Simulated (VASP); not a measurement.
# MgO (P6_3mc) in VASP: notebook

The runs below take MgO through single point, with PBE.

Program: VASP 6.6.1. These are calculated values, not measurements. Logs are shortened: lines on timing, memory, paths and dates and some standing lists are left out, and cuts for length are marked.

## 1. The cell of the first run

It takes space group P6_3mc (No. 186, hexagonal). Conventional cell: a = 3.083 Å, b = 3.083 Å, c = 4.712 Å, α = 90.00°, β = 90.00°, γ = 120.00°. Mg (site symmetry 3m) has 4 O at 1.85 Å within 2.5 Å. Within 2.5 Å of O (site symmetry 3m) lie 4 Mg at 1.85 Å.

## 2. Single point, PBE

The input, INCAR:

```
SYSTEM = MgO
PREC = Accurate ; ENCUT = 520
EDIFF = 1E-6 ; ISMEAR = 0
SIGMA = 0.05 ; LREAL = .False.
LASPH = .True. ; NELM = 80
ALGO = Normal ; ISIF = 2
LWAVE = .False. ; LCHARG = .False.
GGA = PE ; NBANDS = 16
```

The input, KPOINTS:

```
Automatic mesh
0
Gamma
  9 9 6
  0 0 0
```

The input, POSCAR:

```
MgO
1.0
    3.0832000000      0.0000000000      0.0000000000
   -1.5416000000      2.6701295249      0.0000000000
    0.0000000000      0.0000000000      4.7118000000
Mg O
2 2
Direct
    0.3333333333      0.6666666667      0.0063188013
    0.6666666667      0.3333333333      0.5063188013
    0.3333333333      0.6666666667      0.3982811987
    0.6666666667      0.3333333333      0.8982811987
```

Potentials or basis: VASP PAW PBE potentials, release 64 (Mg, O).

The run is started by

```bash
cat potpaw_PBE.64/Mg/POTCAR potpaw_PBE.64/O/POTCAR > POTCAR
mpirun -np 1 vasp_std > vasp.out
```

OUTCAR:

```text
SYSTEM = MgO
   PREC = Accurate
   ENCUT = 520
   EDIFF = 1E-6
   ISMEAR = 0
   LREAL = .False.
   LASPH = .True.
   NELM = 80
   ISIF = 2
   GGA = PE

 ion  position               nearest neighbor table
   1  0.333  0.667  0.006-   3 1.85   4 1.85   4 1.85   4 1.85   2 2.95   2 2.95   2 2.95   2 2.95
                             2 2.95   2 2.95
   2  0.667  0.333  0.506-   4 1.85   3 1.85   3 1.85   3 1.85   1 2.95   1 2.95   1 2.95   1 2.95
                             1 2.95   1 2.95
   3  0.333  0.667  0.398-   1 1.85   2 1.85   2 1.85   2 1.85
   4  0.667  0.333  0.898-   2 1.85   1 1.85   1 1.85   1 1.85

  LATTYP: Found a hexagonal cell.
 ALAT       =     3.0832000000
 C/A-ratio  =     1.5282174364

  Lattice vectors:

 A1 = (   3.0832000000,   0.0000000000,   0.0000000000)
 A2 = (  -1.5416000000,   2.6701295249,   0.0000000000)
 A3 = (   0.0000000000,   0.0000000000,   4.7118000000)

Analysis of symmetry for initial positions (statically):
=====================================================================
 Subroutine PRICEL returns:
 Original cell was already a primitive cell.

 Routine SETGRP: Setting up the symmetry group for a
 hexagonal supercell.

 Subroutine GETGRP returns: Found 12 space group operations
 (whereof  6 operations were pure point group operations)
 out of a pool of 24 trial point group operations.

The static configuration has the point symmetry C_3v.
 The point group associated with its full space group is C_6v.

Analysis of symmetry for dynamics (positions and initial velocities):
=====================================================================
 Subroutine PRICEL returns:
 Original cell was already a primitive cell.

 Routine SETGRP: Setting up the symmetry group for a
 hexagonal supercell.

 Subroutine GETGRP returns: Found 12 space group operations
 (whereof  6 operations were pure point group operations)
 out of a pool of 24 trial point group operations.

The dynamic configuration has the point symmetry C_3v.
 The point group associated with its full space group is C_6v.

 Subroutine INISYM returns: Found 12 space group operations
 (whereof  6 operations are pure point group operations),
 and found     1 'primitive' translations

----------------------------------------------------------------------------------------

                                     Primitive cell

  volume of cell :      38.7901

  direct lattice vectors                    reciprocal lattice vectors
     3.083200000  0.000000000  0.000000000     0.324338350  0.187256834  0.000000000
    -1.541600000  2.670129525  0.000000000     0.000000000  0.374513667  0.000000000
     0.000000000  0.000000000  4.711800000     0.000000000  0.000000000  0.212233117

  length of vectors
     3.083200000  3.083200000  4.711800000     0.374513667  0.374513667  0.212233117

  position of ions in fractional coordinates (direct lattice)
     0.333333333  0.666666667  0.006318801
     0.666666667  0.333333333  0.506318801
     0.333333333  0.666666667  0.398281199
     0.666666667  0.333333333  0.898281199

  ion indices of the primitive-cell ions
   primitive index   ion index
                 1           1
                 2           2
                 3           3
                 4           4

----------------------------------------------------------------------------------------

 KPOINTS: Automatic mesh

Automatic generation of k-mesh.
 Grid dimensions read from file:
 generate k-points for:    9    9    6

 Generating k-lattice:

  Cartesian coordinates                     Fractional coordinates (reciprocal lattice)
     0.036037594  0.020806315  0.000000000     0.111111111  0.000000000  0.000000000
     0.000000000  0.041612630  0.000000000     0.000000000  0.111111111  0.000000000
     0.000000000  0.000000000  0.035372186     0.000000000  0.000000000  0.166666667

  Length of vectors
     0.041612630  0.041612630  0.035372186

  Shift w.r.t. Gamma in fractional coordinates (k-lattice)
     0.000000000  0.000000000  0.000000000

 Subroutine IBZKPT returns following result:
 ===========================================

 Found     48 irreducible k-points:

 Following reciprocal coordinates:
            Coordinates               Weight
  0.000000  0.000000  0.000000      1.000000
  0.111111 -0.000000  0.000000      6.000000
  0.222222 -0.000000  0.000000      6.000000
  0.333333 -0.000000  0.000000      6.000000
  0.444444 -0.000000  0.000000      6.000000
  0.111111  0.111111  0.000000      6.000000
[... 16 lines left out ...]
  0.333333  0.222222  0.166667     24.000000
  0.333333  0.333333  0.166667      4.000000
 [... further k-points ...]
   k-points           NKPTS =     48   k-points in BZ     NKDIM =     48   number of bands    NBANDS=     16
   number of dos      NEDOS =    301   number of ions     NIONS =      4
   total plane-waves  NPLWV =  20736
   dimension x,y,z NGX =    24 NGY =   24 NGZ =   36
   dimension x,y,z NGXF=    48 NGYF=   48 NGZF=   72
   ions per type =               2   2
   NGX,Y,Z   is equivalent  to a cutoff of  12.94, 12.94, 12.70 a.u.
   NGXF,Y,Z  is equivalent  to a cutoff of  25.88, 25.88, 25.40 a.u.
 SYSTEM =  MgO
   PREC   = accura    normal or accurate (medium, high low for compatibility)
   ISTART =      0    job   : 0-new  1-cont  2-samecut
   ICHARG =      2    charge: 1-file 2-atom 10-const
   ISPIN  =      1    spin polarized calculation?
   LNONCOLLINEAR =      F non collinear calculations
   LSORBIT =      F    spin-orbit coupling
   LASPH  =      T    aspherical Exc in radial PAW
   ENCUT  =  520.0 eV  38.22 Ry    6.18 a.u.   5.73  5.73  8.76*2*pi/ulx,y,z
   NELM   =     80;   NELMIN=  2; NELMDL= -5     # of ELM steps
   EDIFF  = 0.1E-05   stopping-criterion for ELM
   LREAL  =      F    real-space projection
   EDIFFG = 0.1E-04   stopping-criterion for IOM
   NSW    =      0    number of steps for IOM
   IBRION =     -1    ionic relax: 0-MD 1-quasi-New 2-CG
   NFREE  =      0    steps in history (QN), initial steepest desc. (CG)
   ISIF   =      2    stress and relaxation
   ISYM   =      2    0-nonsym 1-usesym 2-fastsym
   POTIM  = 0.5000    time-step for ionic-motion
   TEBEG  =    0.0;   TEEND  =   0.0 temperature during run
   PSTRESS=    0.0 pullay stress
   NELECT =      16.0000    total number of electrons
   NUPDOWN=      -1.0000    fix difference up-down
   EMIN   =  10.00;   EMAX   =-10.00  energy-range for DOS
   EFERMI =   0.00;   METHOD = LEGACY
   ISMEAR =     0;   SIGMA  =   0.05  broadening in eV -4-tet -1-fermi 0-gaus
   EFERMI_NEDOS =   21; number of points for ismear=-14 and -15
   IALGO  =     38    algorithm
   IMIX   =      4    mixing-type and parameters
     AMIX     =   0.40;   BMIX     =  1.00
     AMIX_MAG =   1.60;   BMIX_MAG =  1.00
  volume/ion in A,a.u.               =       9.70        65.44
  Fermi-wavevector in a.u.,A,eV,Ry     =   1.218637  2.302891 20.205704  1.485077
  Thomas-Fermi vector in A             =   2.353917
   LORBIT       =      0    0 simple, 1 ext, 2 COOP (PROOUT), +10 PAW based schemes
   GGA     = PE    functional components
   LHFCALC =     F    Hartree Fock is set to
   AEXX    =    0.0000 exact exchange contribution
   IVDW    =     0    specifies the selected vdW correction
   LEPSILON=     F    determine dielectric tensor
   LRPA    =     F    only Hartree local field effects (RPA)
 non-spin polarized calculation
 Gauss-broadening in eV      SIGMA  =   0.05
  energy-cutoff  :      520.00
  volume of cell :       38.79
 maximum number of plane-waves:      1073
 NGX is ok and might be reduce to    24
   NGX = 11   NGY = 11   NGZ = 17

 number of electron      15.9999998 magnetization

 Free energy of the ion-electron system (eV)
  ---------------------------------------------------
  ext. energy  EPLUGINS =         0.00000000
  ---------------------------------------------------
  free energy    TOTEN  =       -22.47898317 eV

  energy without entropy =      -22.47898317  energy(sigma->0) =      -22.47898317

 E-fermi :   2.5258     XC(G=0): -10.6253

 val. band max:        2.2708019379   @ k =   0.0000   0.0000   0.0000
 cond. band min:       7.0053990390   @ k =   0.0000   0.0000   0.0000
 fundamental gap:      4.7345971010
 Fermi energy:         2.5257776255

 k-point     1 :       0.0000    0.0000    0.0000
  band No.  band energies     occupation
      1     -14.6316      2.00000
      2     -13.4691      2.00000
      3      -1.5817      2.00000
      4       1.5146      2.00000
      5       1.5146      2.00000
      6       1.8433      2.00000
[... 8 lines left out ...]
     15      21.1483      0.00000
     16      21.1483      0.00000

 k-point     2 :       0.1111   -0.0000    0.0000
  band No.  band energies     occupation
      1     -14.5413      2.00000
      2     -13.4359      2.00000
      3      -1.4396      2.00000
      4       1.1450      2.00000
      5       1.4168      2.00000
      6       1.4475      2.00000
[... 8 lines left out ...]
     15      20.6937      0.00000
     16      20.8128      0.00000

 k-point     3 :       0.2222   -0.0000    0.0000
  band No.  band energies     occupation
      1     -14.2970      2.00000
      2     -13.3598      2.00000
      3      -1.0413      2.00000
      4       0.1965      2.00000
      5       0.8004      2.00000
      6       1.2198      2.00000
[... 8 lines left out ...]
     15      19.9110      0.00000
     16      19.9175      0.00000

 k-point     4 :       0.3333   -0.0000    0.0000
  band No.  band energies     occupation
      1     -13.9767      2.00000
      2     -13.2995      2.00000
      3      -0.7602      2.00000
      4      -0.4284      2.00000
      5       0.2139      2.00000
      6       1.0342      2.00000
[... 8 lines left out ...]
     15      19.4416      0.00000
     16      20.2870      0.00000
[... 324 lines left out ...]
 k-point    22 :       0.2222    0.2222    0.1667
  band No.  band energies     occupation
      1     -13.7809      2.00000
      2     -13.3209      2.00000
      3      -0.7688      2.00000
      4      -0.6012      2.00000
      5       0.5787      2.00000
      6       0.6755      2.00000
[... 8 lines left out ...]
     15      18.7535      0.00000
     16      21.2304      0.00000

 k-point    23 :       0.3333    0.2222    0.1667
  band No.  band energies     occupation
      1     -13.5621      2.00000
      2     -13.3371      2.00000
      3      -1.0286      2.00000
      4      -0.3622      2.00000
      5       0.1583      2.00000
      6       0.8595      2.00000
[... 8 lines left out ...]
     15      18.4082      0.00000
     16      21.4868      0.00000

 k-point    24 :       0.3333    0.3333    0.1667
  band No.  band energies     occupation
      1     -13.4147      2.00000
      2     -13.4147      2.00000
      3      -0.8779      2.00000
      4      -0.1812      2.00000
      5      -0.1812      2.00000
      6       0.6021      2.00000
[... 8 lines left out ...]
     15      17.8255      0.00000
     16      22.6569      0.00000

 [... further k-points ...]
[... 5 lines left out ...]
  --------------------------------------------------------------------------------------
  -------------------------------------------------------------------------------------
  Total       10.1066318     10.1066318      9.9828459      0.0000000      0.0000000      0.0000000
  in kB      417.4420075    417.4420075    412.3291867      0.0000000      0.0000000      0.0000000
  external PRESSURE =     415.7377339 kB  Pullay stress =       0.0000000 kB

 VOLUME and BASIS-vectors are now :
 -----------------------------------------------------------------------------
  energy-cutoff  :      520.00
  volume of cell :       38.79
      direct lattice vectors                 reciprocal lattice vectors
     3.083200000  0.000000000  0.000000000     0.324338350  0.187256834  0.000000000
    -1.541600000  2.670129525  0.000000000     0.000000000  0.374513667  0.000000000
     0.000000000  0.000000000  4.711800000     0.000000000  0.000000000  0.212233117

 POSITION                                       TOTAL-FORCE (eV/Angst)
 -----------------------------------------------------------------------------------
     -0.00000      1.78009      0.02977         0.000000     -0.000000     -0.445310
      1.54160      0.89004      2.38567        -0.000000      0.000000     -0.445310
     -0.00000      1.78009      1.87662         0.000000      0.000000      0.445310
      1.54160      0.89004      4.23252        -0.000000     -0.000000      0.445310
 -----------------------------------------------------------------------------------
    total drift:                               -0.000000      0.000000      0.000806

  FREE ENERGIE OF THE ION-ELECTRON SYSTEM (eV)
  ---------------------------------------------------
  free  energy   TOTEN  =       -22.4789831670 eV

  energy  without entropy=      -22.4789831670  energy(sigma->0) =      -22.47898317
```

Wall time 40 s (1 thread of Intel Xeon 8259CL, shared host); peak memory 0.17 GiB.

What came out:

* Free energy: -22.4790 eV
* Pressure: 41.6 GPa
* Largest force: 0.445 eV/Å
* Band gap on the k mesh: 4.73 eV, direct

Forces on the atoms (eV/Å):
```
Mg   0.000  0.000 -0.445
Mg   0.000  0.000 -0.445
O    0.000  0.000  0.445
O    0.000  0.000  0.445
```

Levels at points of the mesh, in eV from the valence-band top:
```
           k point  band 4  band 5  band 6  band 7  band 8  band 9  band 10  band 11  band 12  band 13
(0.00, 0.00, 0.00)   -0.76   -0.76   -0.43   -0.43    0.00    4.73    10.05    11.99    15.74    15.74
(0.00, 0.00, 0.50)   -2.30   -0.60   -0.60   -0.60   -0.60    7.35     7.35    14.99    14.99    16.41
```

A k mesh can miss the band edges. PBE gaps usually lie below the measured ones, often by a third to a half.

## 3. Single point, PBE

This run uses another cell than the first one, of 9.98 Å³/atom, 1.029 times its volume.

The input, INCAR:

```
PREC = Accurate
ENCUT = 520
EDIFF = 1E-7
ISMEAR = 0
SIGMA = 0.05
LREAL = False
LASPH = True
NELM = 80
ALGO = Normal
ISIF = 2
LWAVE = False
LCHARG = False
GGA = PE
NBANDS = 16
```

The input, KPOINTS:

```
Automatic mesh
0
Gamma
  9 9 6
```

POSCAR: that of step 2 with these lines changed.

```diff
@@ -4,3 +4,3 @@
    -1.5416000000      2.6701295249      0.0000000000
-    0.0000000000      0.0000000000      4.7118000000
+    0.0000000000      0.0000000000      4.8484000000
 Mg O
```

Potentials or basis: VASP PAW PBE potentials, release 64 (Mg, O).

The run is started by

```bash
cat potpaw_PBE.64/Mg/POTCAR potpaw_PBE.64/O/POTCAR > POTCAR
mpirun -np 1 vasp_std > vasp.out
```

Wall time 36 s (1 thread of Intel Xeon 8259CL, shared host); peak memory 0.17 GiB.

Results (log left out):

```
Free energy            : -22.7203 eV
Pressure               : 34.7 GPa
Largest force          : 0.184 eV/Å
Band gap on the k mesh : 4.62 eV, direct
```

Forces in eV/Å, atoms in the order of the input:
```
Mg   0.000  0.000  0.184
Mg   0.000  0.000  0.184
O    0.000  0.000 -0.184
O    0.000  0.000 -0.184
```

Stress tensor (GPa, compression positive):
```
38.27  0.00  0.00
 0.00 38.27  0.00
 0.00  0.00 27.67
```

Levels at points of the mesh, in eV from the valence-band top:
| k point | band 4 | band 5 | band 6 | band 7 | band 8 | band 9 | band 10 | band 11 | band 12 | band 13 |
| --- | --- | --- | --- | --- | --- | --- | --- | --- | --- | --- |
| (0.00, 0.00, 0.00) | -0.60 | -0.60 | -0.32 | -0.32 | 0.00 | 4.62 | 9.96 | 11.64 | 15.89 | 15.89 |
| (0.00, 0.00, 0.50) | -2.24 | -0.47 | -0.47 | -0.47 | -0.47 | 7.21 | 7.21 | 14.60 | 14.60 | 16.53 |

A k mesh can miss the band edges. As with any semilocal functional, this PBE gap is likely too small.

## 4. Single point, PBE

This run uses another cell than the first one, of 10.26 Å³/atom, 1.058 times its volume.

The input, INCAR:

```
  ALGO = Normal
  EDIFF = 1E-6
  ENCUT = 520
  GGA = PE
  ISIF = 2
  ISMEAR = 0
  LASPH = True
  LCHARG = True
  LELF = True
  LREAL = False
  LVHAR = True
  LWAVE = False
  NBANDS = 16
  NELM = 80
  PREC = Accurate
  SIGMA = 0.05
```

The input, KPOINTS:

```
k-points
0
Gamma
  9 9 6
```

POSCAR: that of step 3 with these lines changed.

```diff
@@ -4,3 +4,3 @@
    -1.5416000000      2.6701295249      0.0000000000
-    0.0000000000      0.0000000000      4.8484000000
+    0.0000000000      0.0000000000      4.9850000000
 Mg O
```

The run is started by

```bash
cat potpaw_PBE.64/Mg/POTCAR potpaw_PBE.64/O/POTCAR > POTCAR
mpirun -np 1 vasp_std > vasp.out
```

Run time: 43 s. Hardware: 1 thread of Intel Xeon 8259CL, shared host; peak memory 0.17 GiB.

It converged, with:

| Property | Result |
| --- | --- |
| Free energy | -22.8765 eV |
| Pressure | 29.1 GPa |
| Largest force | 0.623 eV/Å |
| Band gap on the k mesh | 4.50 eV, direct |

Forces on the atoms (eV/Å):
```
Mg   0.000  0.000  0.623
Mg   0.000  0.000  0.623
O    0.000  0.000 -0.623
O    0.000  0.000 -0.623
```

Stress tensor (GPa, compression positive):
```
35.15  0.00  0.00
 0.00 35.15  0.00
 0.00  0.00 16.89
```

Levels at points of the mesh, in eV from the valence-band top:
| k point | band 4 | band 5 | band 6 | band 7 | band 8 | band 9 | band 10 | band 11 | band 12 | band 13 |
| --- | --- | --- | --- | --- | --- | --- | --- | --- | --- | --- |
| (0.00, 0.00, 0.00) | -0.46 | -0.46 | -0.22 | -0.22 | 0.00 | 4.50 | 9.87 | 11.30 | 16.03 | 16.03 |
| (0.00, 0.00, 0.50) | -2.18 | -0.34 | -0.34 | -0.34 | -0.34 | 7.08 | 7.08 | 14.23 | 14.23 | 16.65 |

## 5. Single point, PBE

This run uses another cell than the first one, of 10.19 Å³/atom, 1.051 times its volume.

The input, INCAR:

```
SYSTEM = MgO
PREC = Accurate
ENCUT = 520
EDIFF = 1E-6
ISMEAR = 0
SIGMA = 0.05
LREAL = .False.
LASPH = .True.
NELM = 80
ALGO = Normal
ISIF = 2
LWAVE = .False.
LCHARG = .False.
GGA = PE
NBANDS = 16
```

The input, KPOINTS:

```
regular mesh
0
Gamma
  9 9 6
  0 0 0
```

The input, POSCAR:

```
MgO
1.0
    3.1606000000      0.0000000000      0.0000000000
   -1.5803000000      2.7371598912      0.0000000000
    0.0000000000      0.0000000000      4.7118000000
Mg O
2 2
Direct
    0.3333333333      0.6666666667      0.0063188013
    0.6666666667      0.3333333333      0.5063188013
    0.3333333333      0.6666666667      0.3982811987
    0.6666666667      0.3333333333      0.8982811987
```

The run is started by

```bash
cat potpaw_PBE.64/Mg/POTCAR potpaw_PBE.64/O/POTCAR > POTCAR
mpirun -np 1 vasp_std > vasp.out
```

Run time: 40 s. Hardware: 1 thread of Intel Xeon 8259CL, shared host; peak memory 0.17 GiB.

Results (log left out):

```
Free energy            : -22.8942 eV
Pressure               : 29.1 GPa
Largest force          : 0.877 eV/Å
Band gap on the k mesh : 4.36 eV, direct
```

Forces on the atoms (eV/Å):
```
Mg   0.000  0.000 -0.877
Mg   0.000  0.000 -0.877
O    0.000  0.000  0.877
O    0.000  0.000  0.877
```

Stress tensor (GPa, compression positive):
```
26.05  0.00  0.00
 0.00 26.05  0.00
 0.00  0.00 35.34
```

Levels at points of the mesh, in eV from the valence-band top:
| k point | band 6 | band 7 | band 8 | band 9 | band 10 | band 11 |
| --- | --- | --- | --- | --- | --- | --- |
| (0.00, 0.00, 0.00) | -0.47 | -0.47 | 0.00 | 4.36 | 9.57 | 11.64 |
| (0.00, 0.00, 0.50) | -0.66 | -0.66 | -0.66 | 6.94 | 6.94 | 14.66 |

## 6. The runs side by side

```tsv
cell	gap on the mesh (eV)	pressure (GPa)	largest force (eV/Å)
a = 3.083, b = 3.083, c = 4.712 Å, angles 90.0, 90.0, 120.0°, 4 atoms	4.73	41.6	0.45
a = 3.083, b = 3.083, c = 4.848 Å, angles 90.0, 90.0, 120.0°, 4 atoms	4.62	34.7	0.18
a = 3.083, b = 3.083, c = 4.985 Å, angles 90.0, 90.0, 120.0°, 4 atoms	4.50	29.1	0.62
a = 3.161, b = 3.161, c = 4.712 Å, angles 90.0, 90.0, 120.0°, 4 atoms	4.36	29.1	0.88
```

Alike in all rows: task single point; level PBE; potentials or basis VASP PAW PBE potentials, release 64 (Mg, O); no spin polarisation; k mesh 9 × 9 × 6; cutoff (eV) 520; smearing gaussian 0.05 eV.

Total energies depend on the potentials used, so only differences within one code and one set of settings carry meaning.
